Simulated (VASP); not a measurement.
# Ti (Pm-3m) in VASP: single point with r2SCAN0

Aim: the single point of Ti with r2SCAN0.

Everything below comes from runs of VASP 6.6.1. Logs are shortened: lines on timing, memory, paths and dates and some standing lists are left out, and cuts for length are marked.

## 1. The cell of the first run

It takes space group Pm-3m (No. 221, cubic). The conventional cell has a = 2.631 Å, b = 2.631 Å, c = 2.631 Å, α = 90.00°, β = 90.00°, γ = 90.00°. Ti (site symmetry m-3m) has 6 Ti at 2.63 Å within 3.5 Å.

This isn't the form of Ti at room conditions, which is hcp.

## 2. Single point, r2SCAN0

POSCAR reads:

```
Ti
1.0
    2.6313256036      0.0000000000      0.0000000000
    0.0000000000      2.6313256036      0.0000000000
    0.0000000000      0.0000000000      2.6313256036
Ti
1
Direct
    0.0000000000      0.0000000000      0.0000000000
```

INCAR.step1 reads:

```
ALGO = Normal ; EDIFF = 1E-5
ENCUT = 520 ; GGA = PE
ISIF = 2 ; ISMEAR = -1
LASPH = T ; LCHARG = F
LREAL = F ; LWAVE = T
NBANDS = 12 ; NELM = 100
PREC = Accurate ; SIGMA = 0.1
```

INCAR.step2 reads:

```
AEXX = 0.25 ; ALGO = Normal
EDIFF = 1E-6 ; ENCUT = 520
ISIF = 2 ; ISMEAR = -1
ISTART = 1 ; LASPH = T
LCHARG = F ; LHFCALC = T
LMIXTAU = T ; LREAL = F
LWAVE = F ; METAGGA = R2SCAN
NBANDS = 12 ; NELM = 100
PREC = Accurate ; PRECFOCK = Normal
SIGMA = 0.1
```

KPOINTS reads:

```
k-points
0
Gamma
  6 6 6
```

Potentials or basis: VASP PAW PBE potentials, release 64 (Ti_sv).

Run with:

```
$ cat potpaw_PBE.64/Ti_sv/POTCAR > POTCAR
$ cp INCAR.step1 INCAR
$ mpirun -np 1 vasp_std > vasp.out
$ cp INCAR.step2 INCAR
$ mpirun -np 1 vasp_std > vasp.out
```

OUTCAR:

```text
AEXX = 0.25
   EDIFF = 1E-6
   ENCUT = 520
   ISIF = 2
   ISMEAR = -1
   ISTART = 1
   LASPH = T
   LHFCALC = T
   LREAL = F
   METAGGA = R2SCAN
   NELM = 100
   PREC = Accurate
   PRECFOCK = Normal

 ion  position               nearest neighbor table
   1  0.000  0.000  0.000-

  LATTYP: Found a simple cubic cell.
 ALAT       =     2.6313256036

  Lattice vectors:

 A1 = (   2.6313256036,   0.0000000000,   0.0000000000)
 A2 = (   0.0000000000,   2.6313256036,   0.0000000000)
 A3 = (   0.0000000000,   0.0000000000,   2.6313256036)

Analysis of symmetry for initial positions (statically):
=====================================================================
 Subroutine PRICEL returns:
 Original cell was already a primitive cell.

 Routine SETGRP: Setting up the symmetry group for a
 simple cubic supercell.

 Subroutine GETGRP returns: Found 48 space group operations
 (whereof 48 operations were pure point group operations)
 out of a pool of 48 trial point group operations.

The static configuration has the point symmetry O_h .

Analysis of symmetry for dynamics (positions and initial velocities):
=====================================================================
 Subroutine PRICEL returns:
 Original cell was already a primitive cell.

 Routine SETGRP: Setting up the symmetry group for a
 simple cubic supercell.

 Subroutine GETGRP returns: Found 48 space group operations
 (whereof 48 operations were pure point group operations)
 out of a pool of 48 trial point group operations.

The dynamic configuration has the point symmetry O_h .

 Subroutine INISYM returns: Found 48 space group operations
 (whereof 48 operations are pure point group operations),
 and found     1 'primitive' translations

----------------------------------------------------------------------------------------

                                     Primitive cell

  volume of cell :      18.2190

  direct lattice vectors                    reciprocal lattice vectors
     2.631325604  0.000000000  0.000000000     0.380036586  0.000000000  0.000000000
     0.000000000  2.631325604  0.000000000     0.000000000  0.380036586  0.000000000
     0.000000000  0.000000000  2.631325604     0.000000000  0.000000000  0.380036586

  length of vectors
     2.631325604  2.631325604  2.631325604     0.380036586  0.380036586  0.380036586

  position of ions in fractional coordinates (direct lattice)
     0.000000000  0.000000000  0.000000000

  ion indices of the primitive-cell ions
   primitive index   ion index
                 1           1

----------------------------------------------------------------------------------------

 KPOINTS: k-points

Automatic generation of k-mesh.
 Grid dimensions read from file:
 generate k-points for:    6    6    6

 Generating k-lattice:

  Cartesian coordinates                     Fractional coordinates (reciprocal lattice)
     0.063339431  0.000000000  0.000000000     0.166666667  0.000000000  0.000000000
     0.000000000  0.063339431  0.000000000     0.000000000  0.166666667  0.000000000
     0.000000000  0.000000000  0.063339431     0.000000000  0.000000000  0.166666667

  Length of vectors
     0.063339431  0.063339431  0.063339431

  Shift w.r.t. Gamma in fractional coordinates (k-lattice)
     0.000000000  0.000000000  0.000000000

 Subroutine IBZKPT returns following result:
 ===========================================

 Found     20 irreducible k-points:

 Following reciprocal coordinates:
            Coordinates               Weight
  0.000000  0.000000  0.000000      1.000000
  0.166667  0.000000  0.000000      6.000000
  0.333333  0.000000  0.000000      6.000000
  0.500000  0.000000  0.000000      3.000000
  0.166667  0.166667  0.000000     12.000000
  0.333333  0.166667  0.000000     24.000000
[... 12 lines left out ...]
  0.500000  0.500000  0.333333      6.000000
  0.500000  0.500000  0.500000      1.000000
   k-points           NKPTS =     20   k-points in BZ     NKDIM =    216   number of bands    NBANDS=     12
   number of dos      NEDOS =    301   number of ions     NIONS =      1
   total plane-waves  NPLWV =   8000
   dimension x,y,z NGX =    20 NGY =   20 NGZ =   20
   dimension x,y,z NGXF=    40 NGYF=   40 NGZF=   40
   ions per type =               1
   NGX,Y,Z   is equivalent  to a cutoff of  12.64, 12.64, 12.64 a.u.
   NGXF,Y,Z  is equivalent  to a cutoff of  25.27, 25.27, 25.27 a.u.
 SYSTEM =  unknown system
   PREC   = accura    normal or accurate (medium, high low for compatibility)
   ISTART =      1    job   : 0-new  1-cont  2-samecut
   ICHARG =      0    charge: 1-file 2-atom 10-const
   ISPIN  =      1    spin polarized calculation?
   LNONCOLLINEAR =      F non collinear calculations
   LSORBIT =      F    spin-orbit coupling
   LASPH  =      T    aspherical Exc in radial PAW
   ENCUT  =  520.0 eV  38.22 Ry    6.18 a.u.   4.89  4.89  4.89*2*pi/ulx,y,z
   NELM   =    100;   NELMIN=  2; NELMDL=  0     # of ELM steps
   EDIFF  = 0.1E-05   stopping-criterion for ELM
   LREAL  =      F    real-space projection
   EDIFFG = 0.1E-04   stopping-criterion for IOM
   NSW    =      0    number of steps for IOM
   IBRION =     -1    ionic relax: 0-MD 1-quasi-New 2-CG
   NFREE  =      0    steps in history (QN), initial steepest desc. (CG)
   ISIF   =      2    stress and relaxation
   ISYM   =      3    0-nonsym 1-usesym 2-fastsym
   POTIM  = 0.5000    time-step for ionic-motion
   TEBEG  =    0.0;   TEEND  =   0.0 temperature during run
   PSTRESS=    0.0 pullay stress
   NELECT =      12.0000    total number of electrons
   NUPDOWN=      -1.0000    fix difference up-down
   EMIN   =  10.00;   EMAX   =-10.00  energy-range for DOS
   EFERMI =   0.00;   METHOD = LEGACY
   ISMEAR =    -1;   SIGMA  =   0.10  broadening in eV -4-tet -1-fermi 0-gaus
   EFERMI_NEDOS =   21; number of points for ismear=-14 and -15
   IALGO  =     38    algorithm
   IMIX   =      1    mixing-type and parameters
     AMIX     =   0.40;   BMIX     =  1.00
     AMIX_MAG =   1.60;   BMIX_MAG =  1.00
  volume/ion in A,a.u.               =      18.22       122.95
  Fermi-wavevector in a.u.,A,eV,Ry     =   1.424385  2.691697 27.604479  2.028872
  Thomas-Fermi vector in A             =   2.544881
   LORBIT       =      0    0 simple, 1 ext, 2 COOP (PROOUT), +10 PAW based schemes
   METAGGA = R2SCAN    functional components
   LHFCALC =     T    Hartree Fock is set to
   PRECFOCK=normal    Normal, Fast or Accurate (Low or Medium for compatibility)
   ENCUT4O =  -1.0   cutoff for four orbital integrals eV
   NKREDX  =     1    reduce k-point grid by
   NKREDY  =     1    reduce k-point grid by
   NKREDZ  =     1    reduce k-point grid by
   AEXX    =    0.2500 exact exchange contribution
   HFSCREEN=    0.0000 screening length (either q_TF or 0.3 A-1)
   HFSCREENC=   0.0000 screening length for correlation (either q_TF or 0.3 A-1)
   ENCUTFOCK=  -1.0 apply spherical cutoff to Coloumb kernel
   IVDW    =     0    specifies the selected vdW correction
   LEPSILON=     F    determine dielectric tensor
   LRPA    =     F    only Hartree local field effects (RPA)
 non-spin polarized calculation
  energy-cutoff  :      520.00
  volume of cell :       18.22
 maximum number of plane-waves:       512
 NGX is ok and might be reduce to    20
  NGX = 16; NGY = 16; NGZ = 16

 number of electron      11.9999992 magnetization

 Free energy of the ion-electron system (eV)
  ---------------------------------------------------
  ext. energy  EPLUGINS =         0.00000000
  ---------------------------------------------------
  free energy    TOTEN  =       -13.24700623 eV

  energy without entropy =      -13.22731703  energy(sigma->0) =      -13.23716163

 E-fermi :   7.8299     XC(G=0):  -9.3723

 val. band max:        7.3631255113   @ k =   0.5000   0.3333   0.3333
 cond. band min:       7.9299104000   @ k =   0.3333   0.1667   0.0000
 fundamental gap:      0.5667848888
 Fermi energy:         7.8299271460

 k-point     1 :       0.0000    0.0000    0.0000
  band No.  band energies     occupation
      1     -55.5335      2.00000
      2     -28.9166      2.00000
      3     -28.9166      2.00000
      4     -28.9166      2.00000
      5       0.1413      2.00000
      6       5.3253      2.00000
      7       5.3253      2.00000
      8      13.6044      0.00000
      9      13.6044      0.00000
     10      13.6044      0.00000
     11      25.3158      0.00000
     12      25.3158      0.00000

 k-point     2 :       0.1667    0.0000    0.0000
  band No.  band energies     occupation
      1     -55.4976      2.00000
      2     -29.1846      2.00000
      3     -28.8948      2.00000
      4     -28.8948      2.00000
      5       0.9591      2.00000
      6       5.5549      2.00000
      7       5.9893      2.00000
      8      12.9479      0.00000
      9      12.9479      0.00000
     10      13.6544      0.00000
     11      21.5301      0.00000
     12      26.5299      0.00000

 k-point     3 :       0.3333    0.0000    0.0000
  band No.  band energies     occupation
      1     -55.4251      2.00000
      2     -29.6992      2.00000
      3     -28.8507      2.00000
      4     -28.8507      2.00000
      5       3.0215      2.00000
      6       6.0665      2.00000
      7       7.0473      1.99920
      8      11.8368      0.00000
      9      11.8368      0.00000
     10      13.7554      0.00000
     11      17.6540      0.00000
     12      27.0937      0.00000
[... 226 lines left out ...]
 k-point    19 :       0.5000    0.5000    0.3333
  band No.  band energies     occupation
      1     -55.1563      2.00000
      2     -29.6678      2.00000
      3     -29.6678      2.00000
      4     -29.4171      2.00000
      5       5.6494      2.00000
      6       7.1639      1.99744
      7       7.1639      1.99744
      8      12.2155      0.00000
      9      14.2959      0.00000
     10      18.8456      0.00000
     11      19.0254      0.00000
     12      19.0254      0.00000

 k-point    20 :       0.5000    0.5000    0.5000
  band No.  band energies     occupation
      1     -55.1237      2.00000
      2     -29.6314      2.00000
      3     -29.6314      2.00000
      4     -29.6314      2.00000
      5       6.2968      2.00000
      6       6.2968      2.00000
      7       6.2968      2.00000
      8      14.3364      0.00000
      9      14.3364      0.00000
     10      17.7203      0.00000
     11      20.7524      0.00000
     12      20.7524      0.00000

------------------------ aborting loop because EDIFF is reached ----------------------------------------

  FORCE on cell =-STRESS in cart. coord.  units (eV):
  Direction    XX          YY          ZZ          XY          YZ          ZX
  --------------------------------------------------------------------------------------
  -------------------------------------------------------------------------------------
  Total       -0.1019926     -0.1019926     -0.1019926      0.0000000      0.0000000      0.0000000
  in kB       -8.9692331     -8.9692331     -8.9692331      0.0000000      0.0000000      0.0000000
  external PRESSURE =      -8.9692331 kB  Pullay stress =       0.0000000 kB

 VOLUME and BASIS-vectors are now :
 -----------------------------------------------------------------------------
  energy-cutoff  :      520.00
  volume of cell :       18.22
      direct lattice vectors                 reciprocal lattice vectors
     2.631325604  0.000000000  0.000000000     0.380036586  0.000000000  0.000000000
     0.000000000  2.631325604  0.000000000     0.000000000  0.380036586  0.000000000
     0.000000000  0.000000000  2.631325604     0.000000000  0.000000000  0.380036586

 POSITION                                       TOTAL-FORCE (eV/Angst)
 -----------------------------------------------------------------------------------
      0.00000      0.00000      0.00000         0.000000      0.000000      0.000000
 -----------------------------------------------------------------------------------
    total drift:                                0.000000      0.000000      0.000000

  FREE ENERGIE OF THE ION-ELECTRON SYSTEM (eV)
  ---------------------------------------------------
  free  energy   TOTEN  =       -13.2470062291 eV

  energy  without entropy=      -13.2273170325  energy(sigma->0) =      -13.23716163
```

It took 6.8 min on 1 thread of Intel Xeon 6975P-C (Granite Rapids), shared host; peak memory 0.13 GiB.

Results:

```
Free energy            : -13.2470 eV
Pressure               : -0.9 GPa
Band gap on the k mesh : zero (bands 6 and 7 overlap by 3.82 eV)
```

Caveat: the k points lie up to 0.40 Å⁻¹ apart, too coarse for converged energies and pressures of a metal; the PAW data sets were made with another functional, which shifts forces and pressure a little.
